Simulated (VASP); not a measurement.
Set up this calculation in VASP 6.6.1, as the native input.

```yaml
Task: single point
Functional: r2SCAN
Potentials_or_basis: VASP PAW PBE potentials, release 64 (Li_sv, S)
Cutoff: 830 eV
k_mesh: 8 × 8 × 8
Occupations: gaussian, width 0.01 eV
Spin: no spin polarisation
Dipole_correction: no
Further_INCAR_settings: ALGO = Normal; EDIFF = 1e-06; NBANDS = 13
```

Crystal: Li2S.

```xyz
3
Lattice="2.7697 2.7697 0.0000 -2.7697 2.7697 0.0000 0.0000 2.7697 2.7697" Properties=species:S:1:pos:R:3 pbc="T T T"
Li   -1.3849    4.1546    1.3849
Li    1.3849    4.1546    1.3849
S     0.0000    0.0000    0.0000
```

One way to write it, as run:

POSCAR

```
Li2S
1.0
    2.7697177993      2.7697177993      0.0000000000
   -2.7697177993      2.7697177993      0.0000000000
    0.0000000000      2.7697177993      2.7697177993
Li S
2 1
Direct
    0.2500000000      0.7500000000      0.5000000000
    0.7500000000      0.2500000000      0.5000000000
    0.0000000000      0.0000000000      0.0000000000
```

INCAR.step1

```
  PREC = Accurate
  ENCUT = 830
  ISMEAR = 0
  SIGMA = 0.01
  LREAL = F
  LASPH = T
  NELM = 120
  NBANDS = 13
  GGA = PE
  ALGO = Normal
  EDIFF = 1E-5
  LWAVE = T
  LCHARG = F
  GGA_COMPAT = F
```

INCAR.step2

```
  PREC = Accurate
  ENCUT = 830
  EDIFF = 1E-6
  ISMEAR = 0
  SIGMA = 0.01
  LREAL = F
  LASPH = T
  NELM = 120
  ALGO = Normal
  ISIF = 2
  LWAVE = F
  LCHARG = T
  METAGGA = R2SCAN
  LMIXTAU = T
  LELF = T
  LVHAR = T
  NBANDS = 13
  ISTART = 1
  GGA_COMPAT = F
```

KPOINTS

```
regular mesh
0
Gamma
  8 8 8
```

Potentials or basis: VASP PAW PBE potentials, release 64 (Li_sv, S).

The run is started by

```sh
$ cat potpaw_PBE.64/Li_sv/POTCAR potpaw_PBE.64/S/POTCAR > POTCAR
$ cp INCAR.step1 INCAR
$ mpirun -np 1 vasp_std > vasp.out
$ cp INCAR.step2 INCAR
$ mpirun -np 1 vasp_std > vasp.out
```

Results of the run:

```json
{
 "Pressure": "3.8 GPa",
 "Band gap on the k mesh": "3.80 eV (least direct gap 5.41 eV)"
}
```

Caveat: the cell stands under pressure; the PAW data sets were made with another functional, which shifts forces and pressure a little.

Run time: 8.1 min on 1 thread of Oxide Virtual Turin-like Processor, on a shared host, peak memory 0.22 GiB.
